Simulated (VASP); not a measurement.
# In (I4/mmm) in VASP: single point with PBEsol-based global hybrid with 25 % exact exchange

Aim: the single point of In with PBEsol-based global hybrid with 25 % exact exchange.

All numbers are computed with VASP 6.6.1; they aren't measurements. Logs are shortened: lines on timing, memory, paths and dates and some standing lists are left out, and cuts for length are marked.

**1. The cell of the first run**

It takes space group I4/mmm (No. 139, tetragonal). Conventional cell: a = 3.185 Å, b = 3.185 Å, c = 4.984 Å, α = 90.00°, β = 90.00°, γ = 90.00°. Within 4.2 Å of In (site symmetry 4/mmm) lie 12 In at 3.18 to 3.36 Å.

**2. Single point, PBEsol-based global hybrid with 25 % exact exchange**

Input file POSCAR:

```
In
1.0
   -1.5923968652      1.5923968652      2.4919721980
    1.5923968652     -1.5923968652      2.4919721980
    1.5923968652      1.5923968652     -2.4919721980
In
1
Direct
    0.0000000000      0.0000000000      0.0000000000
```

Input file INCAR.step1:

```
SYSTEM = In
PREC = Accurate
ENCUT = 520
EDIFF = 1E-5
ISMEAR = -1
SIGMA = 0.05
LREAL = .False.
LASPH = .True.
NELM = 60
ALGO = Normal
ISIF = 2
LWAVE = .True.
GGA = PE
NBANDS = 12
```

Input file INCAR.step2:

```
SYSTEM = In
PREC = Accurate
ENCUT = 520
EDIFF = 1E-6
ISMEAR = -1
SIGMA = 0.05
LREAL = .False.
LASPH = .True.
NELM = 60
ALGO = Normal
ISIF = 2
LWAVE = .False.
LCHARG = .True.
GGA = PS
LHFCALC = .True.
AEXX = 0.25
PRECFOCK = Normal
LELF = .True.
LVHAR = .True.
ISTART = 1
NBANDS = 12
```

Input file KPOINTS:

```
regular mesh
0
Gamma
  6 6 6
  0 0 0
```

Potentials or basis: VASP PAW PBE potentials, release 64 (In_d).

The run is started by

```
cat potpaw_PBE.64/In_d/POTCAR > POTCAR
cp INCAR.step1 INCAR
mpirun -np 1 vasp_std > vasp.out
cp INCAR.step2 INCAR
mpirun -np 1 vasp_std > vasp.out
```

OUTCAR:

```text
SYSTEM = In
   PREC = Accurate
   ENCUT = 520
   EDIFF = 1E-6
   ISMEAR = -1
   LREAL = .False.
   LASPH = .True.
   NELM = 60
   ISIF = 2
   GGA = PS
   LHFCALC = .True.
   AEXX = 0.25
   PRECFOCK = Normal
   ISTART = 1

 ion  position               nearest neighbor table
   1  0.000  0.000  0.000-

  LATTYP: Found a body centered tetragonal cell.
 ALAT       =     3.1847937304
 C/A-ratio  =     1.5649190553

  Lattice vectors:

 A1 = (  -1.5923968652,   1.5923968652,   2.4919721980)
 A2 = (   1.5923968652,  -1.5923968652,   2.4919721980)
 A3 = (   1.5923968652,   1.5923968652,  -2.4919721980)

Analysis of symmetry for initial positions (statically):
=====================================================================
 Subroutine PRICEL returns:
 Original cell was already a primitive cell.

 Routine SETGRP: Setting up the symmetry group for a
 body centered tetragonal supercell.

 Subroutine GETGRP returns: Found 16 space group operations
 (whereof 16 operations were pure point group operations)
 out of a pool of 16 trial point group operations.

The static configuration has the point symmetry D_4h.

Analysis of symmetry for dynamics (positions and initial velocities):
=====================================================================
 Subroutine PRICEL returns:
 Original cell was already a primitive cell.

 Routine SETGRP: Setting up the symmetry group for a
 body centered tetragonal supercell.

 Subroutine GETGRP returns: Found 16 space group operations
 (whereof 16 operations were pure point group operations)
 out of a pool of 16 trial point group operations.

The dynamic configuration has the point symmetry D_4h.

 Subroutine INISYM returns: Found 16 space group operations
 (whereof 16 operations are pure point group operations),
 and found     1 'primitive' translations

----------------------------------------------------------------------------------------

                                     Primitive cell

  volume of cell :      25.2759

  direct lattice vectors                    reciprocal lattice vectors
    -1.592396865  1.592396865  2.491972198     0.000000000  0.313992078  0.200644293
     1.592396865 -1.592396865  2.491972198     0.313992078  0.000000000  0.200644293
     1.592396865  1.592396865 -2.491972198     0.313992078  0.313992078  0.000000000

  length of vectors
     3.358776710  3.358776710  3.358776710     0.372624687  0.372624687  0.444051855

  position of ions in fractional coordinates (direct lattice)
     0.000000000  0.000000000  0.000000000

  ion indices of the primitive-cell ions
   primitive index   ion index
                 1           1

----------------------------------------------------------------------------------------

 KPOINTS: regular mesh

Automatic generation of k-mesh.
 Grid dimensions read from file:
 generate k-points for:    6    6    6

 Generating k-lattice:

  Cartesian coordinates                     Fractional coordinates (reciprocal lattice)
     0.000000000  0.052332013  0.033440716     0.166666667 -0.000000000  0.000000000
     0.052332013  0.000000000  0.033440716    -0.000000000  0.166666667  0.000000000
     0.052332013  0.052332013  0.000000000     0.000000000  0.000000000  0.166666667

  Length of vectors
     0.062104114  0.062104114  0.074008642

  Shift w.r.t. Gamma in fractional coordinates (k-lattice)
     0.000000000  0.000000000  0.000000000

 Subroutine IBZKPT returns following result:
 ===========================================

 Found     30 irreducible k-points:

 Following reciprocal coordinates:
            Coordinates               Weight
  0.000000  0.000000  0.000000      1.000000
  0.166667  0.000000  0.000000      8.000000
  0.333333 -0.000000  0.000000      8.000000
  0.500000 -0.000000  0.000000      4.000000
  0.166667  0.166667  0.000000      8.000000
  0.333333  0.166667  0.000000     16.000000
[... 16 lines left out ...]
 -0.333333 -0.333333  0.166667      8.000000
 -0.166667 -0.333333  0.166667      8.000000
 [... further k-points ...]
   k-points           NKPTS =     30   k-points in BZ     NKDIM =    216   number of bands    NBANDS=     12
   number of dos      NEDOS =    301   number of ions     NIONS =      1
   total plane-waves  NPLWV =  21952
   dimension x,y,z NGX =    28 NGY =   28 NGZ =   28
   dimension x,y,z NGXF=    56 NGYF=   56 NGZF=   56
   ions per type =               1
   NGX,Y,Z   is equivalent  to a cutoff of  13.86, 13.86, 13.86 a.u.
   NGXF,Y,Z  is equivalent  to a cutoff of  27.72, 27.72, 27.72 a.u.
 SYSTEM =  In
   PREC   = accura    normal or accurate (medium, high low for compatibility)
   ISTART =      1    job   : 0-new  1-cont  2-samecut
   ICHARG =      0    charge: 1-file 2-atom 10-const
   ISPIN  =      1    spin polarized calculation?
   LNONCOLLINEAR =      F non collinear calculations
   LSORBIT =      F    spin-orbit coupling
   LASPH  =      T    aspherical Exc in radial PAW
   ENCUT  =  520.0 eV  38.22 Ry    6.18 a.u.   6.25  6.25  6.25*2*pi/ulx,y,z
   NELM   =     60;   NELMIN=  2; NELMDL=  0     # of ELM steps
   EDIFF  = 0.1E-05   stopping-criterion for ELM
   LREAL  =      F    real-space projection
   EDIFFG = 0.1E-04   stopping-criterion for IOM
   NSW    =      0    number of steps for IOM
   IBRION =     -1    ionic relax: 0-MD 1-quasi-New 2-CG
   NFREE  =      0    steps in history (QN), initial steepest desc. (CG)
   ISIF   =      2    stress and relaxation
   ISYM   =      3    0-nonsym 1-usesym 2-fastsym
   POTIM  = 0.5000    time-step for ionic-motion
   TEBEG  =    0.0;   TEEND  =   0.0 temperature during run
   PSTRESS=    0.0 pullay stress
   NELECT =      13.0000    total number of electrons
   NUPDOWN=      -1.0000    fix difference up-down
   EMIN   =  10.00;   EMAX   =-10.00  energy-range for DOS
   EFERMI =   0.00;   METHOD = LEGACY
   ISMEAR =    -1;   SIGMA  =   0.05  broadening in eV -4-tet -1-fermi 0-gaus
   EFERMI_NEDOS =   21; number of points for ismear=-14 and -15
   IALGO  =     38    algorithm
   IMIX   =      1    mixing-type and parameters
     AMIX     =   0.40;   BMIX     =  1.00
     AMIX_MAG =   1.60;   BMIX_MAG =  1.00
  volume/ion in A,a.u.               =      25.28       170.57
  Fermi-wavevector in a.u.,A,eV,Ry     =   1.311658  2.478675 23.408106  1.720447
  Thomas-Fermi vector in A             =   2.442104
   LORBIT       =      0    0 simple, 1 ext, 2 COOP (PROOUT), +10 PAW based schemes
   GGA     = PS    functional components
   LHFCALC =     T    Hartree Fock is set to
   PRECFOCK=normal    Normal, Fast or Accurate (Low or Medium for compatibility)
   ENCUT4O =  -1.0   cutoff for four orbital integrals eV
   NKREDX  =     1    reduce k-point grid by
   NKREDY  =     1    reduce k-point grid by
   NKREDZ  =     1    reduce k-point grid by
   AEXX    =    0.2500 exact exchange contribution
   HFSCREEN=    0.0000 screening length (either q_TF or 0.3 A-1)
   HFSCREENC=   0.0000 screening length for correlation (either q_TF or 0.3 A-1)
   ENCUTFOCK=  -1.0 apply spherical cutoff to Coloumb kernel
   IVDW    =     0    specifies the selected vdW correction
   LEPSILON=     F    determine dielectric tensor
   LRPA    =     F    only Hartree local field effects (RPA)
 non-spin polarized calculation
  energy-cutoff  :      520.00
  volume of cell :       25.28
 maximum number of plane-waves:       692
 NGX is ok and might be reduce to    28
  NGX = 20; NGY = 20; NGZ = 20

 number of electron      13.0000001 magnetization

 Free energy of the ion-electron system (eV)
  ---------------------------------------------------
  ext. energy  EPLUGINS =         0.00000000
  ---------------------------------------------------
  free energy    TOTEN  =        -3.54172880 eV

  energy without entropy =       -3.54033132  energy(sigma->0) =       -3.54103006

 E-fermi :   7.7614     XC(G=0):  -8.3298

 val. band max:        7.2190859343   @ k =   0.3333   0.1667   0.0000
 cond. band min:       7.8586331427   @ k =   0.3333   0.3333   0.0000
 fundamental gap:      0.6395472083
 Fermi energy:         7.7613556696

 k-point     1 :       0.0000    0.0000    0.0000
  band No.  band energies     occupation
      1      -9.4626      2.00000
      2      -9.2839      2.00000
      3      -9.2839      2.00000
      4      -9.2312      2.00000
      5      -9.0740      2.00000
      6      -3.7960      2.00000
      7      19.9253      0.00000
      8      19.9253      0.00000
      9      20.1934      0.00000
     10      20.6282      0.00000
     11      23.2670      0.00000
     12      23.4064      0.00000

 k-point     2 :       0.1667    0.0000    0.0000
  band No.  band energies     occupation
      1      -9.4208      2.00000
      2      -9.3054      2.00000
      3      -9.2453      2.00000
      4      -9.1959      2.00000
      5      -9.0917      2.00000
      6      -3.0839      2.00000
      7      14.8550      0.00000
      8      18.6448      0.00000
      9      19.3789      0.00000
     10      20.5100      0.00000
     11      21.9561      0.00000
     12      24.9080      0.00000

 k-point     3 :       0.3333   -0.0000    0.0000
  band No.  band energies     occupation
      1      -9.4098      2.00000
      2      -9.3740      2.00000
      3      -9.2428      2.00000
      4      -9.0505      2.00000
      5      -9.0405      2.00000
      6      -0.8883      2.00000
      7       8.6905      0.00000
      8      16.9040      0.00000
      9      18.8644      0.00000
     10      20.3996      0.00000
     11      20.5247      0.00000
     12      23.7050      0.00000
[... 286 lines left out ...]
 k-point    23 :      -0.3333   -0.3333    0.1667
  band No.  band energies     occupation
      1      -9.4430      2.00000
      2      -9.3518      2.00000
      3      -9.1637      2.00000
      4      -9.0532      2.00000
      5      -9.0450      2.00000
      6       0.6165      2.00000
      7      10.3984      0.00000
      8      11.2013      0.00000
      9      12.4083      0.00000
     10      22.1304      0.00000
     11      22.2288      0.00000
     12      25.1855      0.00000

 k-point    24 :      -0.1667   -0.3333    0.1667
  band No.  band energies     occupation
      1      -9.4953      2.00000
      2      -9.3262      2.00000
      3      -9.1578      2.00000
      4      -9.1418      2.00000
      5      -9.0168      2.00000
      6      -1.3970      2.00000
      7      11.6321      0.00000
      8      14.3009      0.00000
      9      16.3431      0.00000
     10      18.7163      0.00000
     11      22.5234      0.00000
     12      25.4314      0.00000

 [... further k-points ...]

------------------------ aborting loop because EDIFF is reached ----------------------------------------

  FORCE on cell =-STRESS in cart. coord.  units (eV):
  Direction    XX          YY          ZZ          XY          YZ          ZX
  --------------------------------------------------------------------------------------
  -------------------------------------------------------------------------------------
  Total       -0.0343674     -0.0343674     -0.0335969      0.0000000      0.0000000      0.0000000
  in kB       -2.1784678     -2.1784678     -2.1296275      0.0000000      0.0000000      0.0000000
  external PRESSURE =      -2.1621877 kB  Pullay stress =       0.0000000 kB

 VOLUME and BASIS-vectors are now :
 -----------------------------------------------------------------------------
  energy-cutoff  :      520.00
  volume of cell :       25.28
      direct lattice vectors                 reciprocal lattice vectors
    -1.592396865  1.592396865  2.491972198     0.000000000  0.313992078  0.200644293
     1.592396865 -1.592396865  2.491972198     0.313992078  0.000000000  0.200644293
     1.592396865  1.592396865 -2.491972198     0.313992078  0.313992078  0.000000000

 POSITION                                       TOTAL-FORCE (eV/Angst)
 -----------------------------------------------------------------------------------
      0.00000      0.00000      0.00000         0.000000     -0.000000      0.000000
 -----------------------------------------------------------------------------------
    total drift:                                0.000000     -0.000000     -0.000000

  FREE ENERGIE OF THE ION-ELECTRON SYSTEM (eV)
  ---------------------------------------------------
  free  energy   TOTEN  =        -3.5417288013 eV

  energy  without entropy=       -3.5403313174  energy(sigma->0) =       -3.54103006
```

It took 39 min on 1 thread of Intel Xeon Platinum 8259CL at 2.50GHz (Skylake/Cascade Lake), shared host; peak memory 0.18 GiB.

Results:

| Quantity | Value |
| --- | --- |
| Free energy | -3.5417 eV |
| Pressure | -0.2 GPa |
| Band gap on the k mesh | zero (an odd number of electrons rules out a gap without spin polarisation) |

Caveat: the k points lie up to 0.39 Å⁻¹ apart, too coarse for converged energies and pressures of a metal; the PAW data sets were made with another functional, which shifts forces and pressure a little; spin-orbit coupling is left out, which moves the levels of the heavy elements.

The gap in the log of VASP goes by the Fermi energy; the results here count the filled bands.